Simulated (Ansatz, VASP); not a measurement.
KCl in VASP and in Ansatz

INCAR

```
ALGO = Normal ; EDIFF = 1E-6
ENCUT = 520 ; GGA = PE
ISIF = 2 ; ISMEAR = -1
LASPH = True ; LCHARG = False
LREAL = False ; LWAVE = False
NBANDS = 15 ; NELM = 80
PREC = Accurate ; SIGMA = 0.02
```

The input KPOINTS:

```
k-points
0
Gamma
  8 8 8
```

Contents of POSCAR:

```
KCl
1.0
    0.0000000000      3.0939017793      3.1448483221
    3.0939017793      0.0000000000      3.1448483221
    3.0939017793      3.0939017793      0.0000000000
K Cl
1 1
Direct
    0.0000000000      0.0000000000      0.0000000000
    0.5000000000      0.5000000000      0.5000000000
```

Input for Ansatz:

```yaml
crystal:
  lattice:
    - [0.0, 3.0939017793, 3.1448483221]
    - [3.0939017793, 0.0, 3.1448483221]
    - [3.0939017793, 3.0939017793, 0.0]
  atoms:
    - { symbol: K, position: [0.0, 0.0, 0.0] }
    - { symbol: Cl, position: [0.5, 0.5, 0.5] }
kpoints:
  mp_grid: { grid: [8, 8, 8] }
  band_path:
    path:
      - [0.0, 0.0, 0.0]
      - [0.5, 0.0, 0.5]
      - [0.625, 0.25, 0.625]
      - [0.375, 0.375, 0.75]
      - [0.5, 0.5, 0.5]
      - [0.5, 0.25, 0.75]
    npoints: 1
hamiltonian:
  xc: pbe
scf:
  occupations: { method: fermi_dirac, width: 0.02 }
  n_extra_bands: 4
output:
  forces: true
  stress: true
  eigenvalues: true
```

Change from the starting cell: biaxial_xy strain -1.6%.

Alike in both runs: task single point; functional PBE; k mesh 8 × 8 × 8; occupations fermi-dirac, width 0.02 eV; no spin polarisation.

|  | VASP | Ansatz |
| --- | --- | --- |
| version | VASP 6.6.1 | Ansatz 0.2.0 |
| potentials or method | VASP PAW PBE potentials, release 64 (K_sv, Cl) | plane waves, PAW |
| plane-wave cutoff (eV) | 520 | 420 |
| valence electrons in the cell | 16 | 16 |

Ansatz gave:

* gap on the k mesh at the Fermi level (eV): 5.30
* pressure (GPa): 1.5
* traceless stress, the component that is largest in VASP (GPa): -0.47

**Question.** Estimate VASP's values.

**Answer.** gap on the k mesh at the Fermi level (eV): 5.30; pressure (GPa): 1.5; traceless stress, the component that is largest in VASP (GPa): -0.48.

With one functional, cell and mesh, what is left measures potentials, basis and numerics.
